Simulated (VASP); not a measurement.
Ir, 1 atom in the cell. It takes space group Fm-3m (No. 225, cubic). Conventional cell: a = 3.671 Å, b = 3.671 Å, c = 3.671 Å, α = 90.00°, β = 90.00°, γ = 90.00°. Within 3.4 Å of Ir (site symmetry m-3m) lie 12 Ir at 2.60 Å. 

* Program: VASP 6.6.1
* Task: single point
* Functional: r2SCAN
* Potentials or basis: VASP PAW PBE potentials, release 64 (Ir)
* Cutoff: 520 eV
* k mesh: 13 × 13 × 13
* Occupations: methfessel-paxton, width 0.15 eV
* Spin: no spin polarisation
* Dipole correction: no
* Further INCAR settings: ALGO = Normal; EDIFF = 1e-06; NBANDS = 10

Potentials or basis: VASP PAW PBE potentials, release 64 (Ir).

The run is started by

```bash
$ cat potpaw_PBE.64/Ir/POTCAR > POTCAR
$ cp INCAR.step1 INCAR
$ mpirun -np 1 vasp_std > vasp.out
$ cp INCAR.step2 INCAR
$ mpirun -np 1 vasp_std > vasp.out
```

Hardware: 1 thread of Intel Xeon 6975P-C, with other jobs on the host.

**Question.** Estimate the wall time of this run.

**Answer.** Run time: 23 s on 1 thread of Intel Xeon 6975P-C, with other jobs on the host, peak memory 0.14 GiB. Counts: k points 84.
